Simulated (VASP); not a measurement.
# AlNi (P4/mmm) in VASP: single point with PBE+U

Aim: the single point of AlNi with PBE+U.

Everything below comes from runs of VASP 6.6.1. Logs are shortened: lines on timing, memory, paths and dates and some standing lists are left out, and cuts for length are marked.

**1. The cell of the first run**

Symmetry: P4/mmm, No. 123, tetragonal system. Conventional cell: a = 2.893 Å, b = 2.893 Å, c = 2.748 Å, α = 90.00°, β = 90.00°, γ = 90.00°. Al (site symmetry 4/mmm) has 8 Ni at 2.46 Å and 6 Al at 2.75 to 2.89 Å within 3.3 Å. Ni (site symmetry 4/mmm) has 8 Al at 2.46 Å and 6 Ni at 2.75 to 2.89 Å within 3.3 Å.

**2. Single point, PBE+U**

INCAR reads:

```
PREC = Accurate
ENCUT = 690
EDIFF = 1E-6
ISMEAR = 0
SIGMA = 0.15
LREAL = F
LASPH = T
NELM = 200
ALGO = Normal
ISIF = 2
LWAVE = F
LCHARG = F
LMAXMIX = 4
LDAU = T
LDAUTYPE = 2
LDAUL = -1 2
LDAUU = 0 5
LDAUJ = 0 0
LDAUPRINT = 1
GGA = PE
NBANDS = 18
GGA_COMPAT = F
```

KPOINTS reads:

```
Automatic mesh
0
Gamma
  20 20 20
```

POSCAR reads:

```
AlNi
1.0
    2.8930835280      0.0000000000      0.0000000000
    0.0000000000      2.8930835280      0.0000000000
    0.0000000000      0.0000000000      2.7484293516
Al Ni
1 1
Direct
    0.0000000000      0.0000000000      0.0000000000
    0.5000000000      0.5000000000      0.5000000000
```

Potentials or basis: VASP PAW PBE potentials, release 64 (Al, Ni_sv_GW).

Command:

```bash
> cat potpaw_PBE.64/Al/POTCAR potpaw_PBE.64/Ni_sv_GW/POTCAR > POTCAR
> mpirun -np 1 vasp_std > vasp.out
```

OUTCAR:

```text
PREC = Accurate
   ENCUT = 690
   EDIFF = 1E-6
   ISMEAR = 0
   LREAL = F
   LASPH = T
   NELM = 200
   ISIF = 2
   GGA = PE

 ion  position               nearest neighbor table
   1  0.000  0.000  0.000-   2 2.46   2 2.46   2 2.46   2 2.46   2 2.46   2 2.46   2 2.46   2 2.46

   2  0.500  0.500  0.500-   1 2.46   1 2.46   1 2.46   1 2.46   1 2.46   1 2.46   1 2.46   1 2.46

  LATTYP: Found a simple tetragonal cell.
 ALAT       =     2.8930835280
 C/A-ratio  =     0.9500000000

  Lattice vectors:

 A1 = (   2.8930835280,   0.0000000000,   0.0000000000)
 A2 = (   0.0000000000,   2.8930835280,   0.0000000000)
 A3 = (   0.0000000000,   0.0000000000,   2.7484293516)

Analysis of symmetry for initial positions (statically):
=====================================================================
 Subroutine PRICEL returns:
 Original cell was already a primitive cell.

 Routine SETGRP: Setting up the symmetry group for a
 simple tetragonal supercell.

 Subroutine GETGRP returns: Found 16 space group operations
 (whereof 16 operations were pure point group operations)
 out of a pool of 16 trial point group operations.

The static configuration has the point symmetry D_4h.

Analysis of symmetry for dynamics (positions and initial velocities):
=====================================================================
 Subroutine PRICEL returns:
 Original cell was already a primitive cell.

 Routine SETGRP: Setting up the symmetry group for a
 simple tetragonal supercell.

 Subroutine GETGRP returns: Found 16 space group operations
 (whereof 16 operations were pure point group operations)
 out of a pool of 16 trial point group operations.

The dynamic configuration has the point symmetry D_4h.

 Subroutine INISYM returns: Found 16 space group operations
 (whereof 16 operations are pure point group operations),
 and found     1 'primitive' translations

----------------------------------------------------------------------------------------

                                     Primitive cell

  volume of cell :      23.0042

  direct lattice vectors                    reciprocal lattice vectors
     2.893083528  0.000000000  0.000000000     0.345651963  0.000000000  0.000000000
     0.000000000  2.893083528  0.000000000     0.000000000  0.345651963  0.000000000
     0.000000000  0.000000000  2.748429352     0.000000000  0.000000000  0.363844171

  length of vectors
     2.893083528  2.893083528  2.748429352     0.345651963  0.345651963  0.363844171

  position of ions in fractional coordinates (direct lattice)
     0.000000000  0.000000000  0.000000000
     0.500000000  0.500000000  0.500000000

  ion indices of the primitive-cell ions
   primitive index   ion index
                 1           1
                 2           2

----------------------------------------------------------------------------------------

 KPOINTS: Automatic mesh

Automatic generation of k-mesh.
 Grid dimensions read from file:
 generate k-points for:   20   20   20

 Generating k-lattice:

  Cartesian coordinates                     Fractional coordinates (reciprocal lattice)
     0.017282598  0.000000000  0.000000000     0.050000000  0.000000000  0.000000000
     0.000000000  0.017282598  0.000000000     0.000000000  0.050000000  0.000000000
     0.000000000  0.000000000  0.018192209     0.000000000  0.000000000  0.050000000

  Length of vectors
     0.017282598  0.017282598  0.018192209

  Shift w.r.t. Gamma in fractional coordinates (k-lattice)
     0.000000000  0.000000000  0.000000000

[... 35 lines left out ...]
   dimension x,y,z NGX =    28 NGY =   28 NGZ =   24
   dimension x,y,z NGXF=    56 NGYF=   56 NGZF=   48
   ions per type =               1   1
   NGX,Y,Z   is equivalent  to a cutoff of  16.09, 16.09, 14.52 a.u.
   NGXF,Y,Z  is equivalent  to a cutoff of  32.18, 32.18, 29.03 a.u.
 SYSTEM =  unknown system
   PREC   = accura    normal or accurate (medium, high low for compatibility)
   ISTART =      0    job   : 0-new  1-cont  2-samecut
   ICHARG =      2    charge: 1-file 2-atom 10-const
   ISPIN  =      1    spin polarized calculation?
   LNONCOLLINEAR =      F non collinear calculations
   LSORBIT =      F    spin-orbit coupling
   LASPH  =      T    aspherical Exc in radial PAW
   ENCUT  =  690.0 eV  50.71 Ry    7.12 a.u.   6.20  6.20  5.89*2*pi/ulx,y,z
   NELM   =    200;   NELMIN=  2; NELMDL= -5     # of ELM steps
   EDIFF  = 0.1E-05   stopping-criterion for ELM
   LREAL  =      F    real-space projection
   EDIFFG = 0.1E-04   stopping-criterion for IOM
   NSW    =      0    number of steps for IOM
   IBRION =     -1    ionic relax: 0-MD 1-quasi-New 2-CG
   NFREE  =      0    steps in history (QN), initial steepest desc. (CG)
   ISIF   =      2    stress and relaxation
   ISYM   =      2    0-nonsym 1-usesym 2-fastsym
   POTIM  = 0.5000    time-step for ionic-motion
   TEBEG  =    0.0;   TEEND  =   0.0 temperature during run
   PSTRESS=    0.0 pullay stress
   NELECT =      21.0000    total number of electrons
   NUPDOWN=      -1.0000    fix difference up-down
   EMIN   =  10.00;   EMAX   =-10.00  energy-range for DOS
   EFERMI =   0.00;   METHOD = LEGACY
   ISMEAR =     0;   SIGMA  =   0.15  broadening in eV -4-tet -1-fermi 0-gaus
   EFERMI_NEDOS =   21; number of points for ismear=-14 and -15
   IALGO  =     38    algorithm
   IMIX   =      4    mixing-type and parameters
     AMIX     =   0.40;   BMIX     =  1.00
     AMIX_MAG =   1.60;   BMIX_MAG =  1.00
  volume/ion in A,a.u.               =      11.50        77.62
  Fermi-wavevector in a.u.,A,eV,Ry     =   1.588105  3.001082 34.314928  2.522076
  Thomas-Fermi vector in A             =   2.687159
   LORBIT       =      0    0 simple, 1 ext, 2 COOP (PROOUT), +10 PAW based schemes
 LDA+U is selected, type is set to LDAUTYPE =  2
   angular momentum for each species LDAUL =    -1    2
   U (eV)           for each species LDAUU =   0.0  5.0
   J (eV)           for each species LDAUJ =   0.0  0.0
   GGA     = PE    functional components
   LHFCALC =     F    Hartree Fock is set to
   AEXX    =    0.0000 exact exchange contribution
   IVDW    =     0    specifies the selected vdW correction
   LEPSILON=     F    determine dielectric tensor
   LRPA    =     F    only Hartree local field effects (RPA)
 non-spin polarized calculation
 Gauss-broadening in eV      SIGMA  =   0.15
  energy-cutoff  :      690.00
  volume of cell :       23.00
 maximum number of plane-waves:       964
 NGX is ok and might be reduce to    28
   NGX = 13   NGY = 13   NGZ = 11

atom =   2  type =  2  l = 2

 onsite density matrix

spin component  1

  0.8006 -0.0000  0.0000  0.0000 -0.0000
 -0.0000  0.8175  0.0000 -0.0000  0.0000
  0.0000  0.0000  0.7900  0.0000 -0.0000
  0.0000 -0.0000  0.0000  0.8175 -0.0000
 -0.0000  0.0000 -0.0000 -0.0000  0.8143

spin component  2

  0.8006 -0.0000  0.0000  0.0000 -0.0000
 -0.0000  0.8175  0.0000 -0.0000  0.0000
  0.0000  0.0000  0.7900  0.0000 -0.0000
  0.0000 -0.0000  0.0000  0.8175 -0.0000
 -0.0000  0.0000 -0.0000 -0.0000  0.8143

 occupancies and eigenvectors

  o =  0.7900  v =  0.0000  0.0000 -1.0000 -0.0000 -0.0000  0.0000  0.0000  0.0000  0.0000  0.0000      0.0000  0.0000  0.0000  0.0000  0.0000  0.0000  0.0000  0.0000  0.0000  0.0000
  o =  0.7900  v =  0.0000  0.0000  0.0000  0.0000  0.0000  0.0000  0.0000 -1.0000 -0.0000 -0.0000      0.0000  0.0000  0.0000  0.0000  0.0000  0.0000  0.0000  0.0000  0.0000  0.0000
  o =  0.8006  v =  1.0000  0.0000  0.0000  0.0000  0.0000  0.0000  0.0000  0.0000  0.0000  0.0000      0.0000  0.0000  0.0000  0.0000  0.0000  0.0000  0.0000  0.0000  0.0000  0.0000
  o =  0.8006  v =  0.0000  0.0000  0.0000  0.0000  0.0000  1.0000  0.0000  0.0000  0.0000  0.0000      0.0000  0.0000  0.0000  0.0000  0.0000  0.0000  0.0000  0.0000  0.0000  0.0000
  o =  0.8143  v =  0.0000  0.0000  0.0000  0.0000  0.0000  0.0000 -0.0000  0.0000  0.0000 -1.0000      0.0000  0.0000  0.0000  0.0000  0.0000  0.0000  0.0000  0.0000  0.0000  0.0000
  o =  0.8143  v =  0.0000 -0.0000  0.0000  0.0000 -1.0000  0.0000  0.0000  0.0000  0.0000  0.0000      0.0000  0.0000  0.0000  0.0000  0.0000  0.0000  0.0000  0.0000  0.0000  0.0000
  o =  0.8175  v =  0.0000  0.0000  0.0000  0.0000  0.0000  0.0000  0.6343  0.0000  0.7731 -0.0000      0.0000  0.0000  0.0000  0.0000  0.0000  0.0000  0.0000  0.0000  0.0000  0.0000
  o =  0.8175  v =  0.0000  0.6343  0.0000  0.7731 -0.0000  0.0000  0.0000  0.0000  0.0000  0.0000      0.0000  0.0000  0.0000  0.0000  0.0000  0.0000  0.0000  0.0000  0.0000  0.0000
  o =  0.8175  v =  0.0000 -0.7731 -0.0000  0.6343  0.0000  0.0000  0.0000  0.0000  0.0000  0.0000      0.0000  0.0000  0.0000  0.0000  0.0000  0.0000  0.0000  0.0000  0.0000  0.0000
  o =  0.8175  v =  0.0000  0.0000  0.0000  0.0000  0.0000  0.0000 -0.7731 -0.0000  0.6343  0.0000      0.0000  0.0000  0.0000  0.0000  0.0000  0.0000  0.0000  0.0000  0.0000  0.0000

 number of electron      20.9999995 magnetization

 Free energy of the ion-electron system (eV)
  ---------------------------------------------------
  ext. energy  EPLUGINS =         0.00000000
  ---------------------------------------------------
  free energy    TOTEN  =        -7.46689672 eV

  energy without entropy =       -7.45879436  energy(sigma->0) =       -7.46284554

 E-fermi :   9.5669     XC(G=0): -12.4809

 val. band max:        9.5496978297   @ k =   0.3000   0.0000   0.0500
 cond. band min:       9.5695243974   @ k =   0.4500   0.4000   0.4000
 fundamental gap:      0.0198265677
 Fermi energy:         9.5669408659

 k-point     1 :       0.0000    0.0000    0.0000
  band No.  band energies     occupation
      1     -92.4424      2.00000
      2     -52.8845      2.00000
      3     -52.8845      2.00000
      4     -52.8774      2.00000
      5      -1.6487      2.00000
      6       5.8954      2.00000
[... 481 lines left out ...]
      5      -0.7450      2.00000
      6       5.8350      2.00000
[... 10 lines left out ...]
     17      26.9166      0.00000
     18      27.6794      0.00000

 [... further k-points ...]

------------------------ aborting loop because EDIFF is reached ----------------------------------------

  FORCE on cell =-STRESS in cart. coord.  units (eV):
  Direction    XX          YY          ZZ          XY          YZ          ZX
  --------------------------------------------------------------------------------------
  -------------------------------------------------------------------------------------
  Total        0.7654659      0.7654659      1.4800126      0.0000000     -0.0000000      0.0000000
  in kB       53.3126057     53.3126057    103.0788280      0.0000000     -0.0000000      0.0000000
  external PRESSURE =      69.9013465 kB  Pullay stress =       0.0000000 kB

 VOLUME and BASIS-vectors are now :
 -----------------------------------------------------------------------------
  energy-cutoff  :      690.00
  volume of cell :       23.00
      direct lattice vectors                 reciprocal lattice vectors
     2.893083528  0.000000000  0.000000000     0.345651963  0.000000000  0.000000000
     0.000000000  2.893083528  0.000000000     0.000000000  0.345651963  0.000000000
     0.000000000  0.000000000  2.748429352     0.000000000  0.000000000  0.363844171

 POSITION                                       TOTAL-FORCE (eV/Angst)
 -----------------------------------------------------------------------------------
      0.00000      0.00000      0.00000         0.000000      0.000000      0.000000
      1.44654      1.44654      1.37421         0.000000      0.000000      0.000000
 -----------------------------------------------------------------------------------
    total drift:                                0.000000      0.000000      0.000000

  FREE ENERGIE OF THE ION-ELECTRON SYSTEM (eV)
  ---------------------------------------------------
  free  energy   TOTEN  =        -7.4668967244 eV

  energy  without entropy=       -7.4587943621  energy(sigma->0) =       -7.46284554
```

Run time: 5.6 min. Hardware: 1 thread of Intel Xeon Platinum 8488C (Sapphire Rapids), shared host; peak memory 0.63 GiB.

Results:

```yaml
Free_energy: -7.4669 eV
Pressure: 7.0 GPa
Band_gap_on_the_k_mesh: zero (an odd number of electrons rules out a gap without spin polarisation)
```

Stress tensor (GPa, compression positive):
```
 5.33  0.00  0.00
 0.00  5.33  0.00
 0.00  0.00 10.31
```

Levels at points of the mesh, in eV from the Fermi level:
| k point | band 9 | band 10 | band 11 | band 12 | band 13 | band 14 |
| --- | --- | --- | --- | --- | --- | --- |
| (0.00, 0.00, 0.00) | -1.86 | -1.86 | 5.26 | 5.26 | 7.18 | 8.10 |
| (0.50, 0.00, 0.00) | -2.44 | -1.78 | -0.97 | 8.35 | 9.85 | 10.65 |
| (0.50, 0.50, 0.00) | -2.32 | -2.32 | -1.41 | 1.42 | 2.31 | 13.72 |
| (0.00, 0.00, 0.50) | -2.74 | -1.80 | -0.48 | 8.45 | 10.04 | 10.04 |
| (0.50, 0.00, 0.50) | -2.51 | -2.44 | -1.22 | 1.92 | 2.75 | 12.39 |
| (0.50, 0.50, 0.50) | -1.12 | 2.23 | 2.23 | 2.37 | 4.13 | 4.27 |

Eigenvalues of the final occupation matrices:
```csv
site,spin,trace,eigenvalues
site 2 d,1,4.04,0.79 0.80 0.81 0.82 0.82
site 2 d,2,4.04,0.79 0.80 0.81 0.82 0.82
```

Caveat: the cell stands under pressure; U without spin polarisation on a metal has little footing; the U is typed as a test and isn't derived for this compound.
